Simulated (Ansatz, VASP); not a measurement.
B in VASP and in Ansatz

```
B
1.0
     5.60736    0.00000    0.00000
    -2.80368    4.85611    0.00000
     0.00000    0.00000    3.08866
B
8
Cartesian
  2.8037 0.0000 1.5443
  -1.4018 2.4281 1.5443
  1.4018 2.4281 1.5443
  0.0000 3.2374 0.0000
  2.8037 1.6187 0.0000
  0.0000 3.2374 1.5443
  2.8037 1.6187 1.5443
  0.0000 0.0000 0.0000
```

Alike in both runs: functional PBE; k mesh 6 × 6 × 6; occupations gaussian, width 0.1 eV; no spin polarisation.

Ansatz relaxed the structure, and its values are those at the end. VASP's run is a single point on that final structure, the one shown.

|  | VASP | Ansatz |
| --- | --- | --- |
| version | VASP 6.6.1 | Ansatz 0.2.0 |
| potentials or method | VASP PAW PBE potentials, release 64 (B), cutoff 520 eV | scalar-relativistic, plane waves, PAW |
| valence electrons in the cell | 24 | 24 |

```csv
,VASP,Ansatz,Ansatz less VASP
gap on the k mesh at the Fermi level (eV),none,none,-
pressure (GPa),0.0,0.0,+0.02
```

A gap of «none» marks a metal or a gap that the smearing closes.
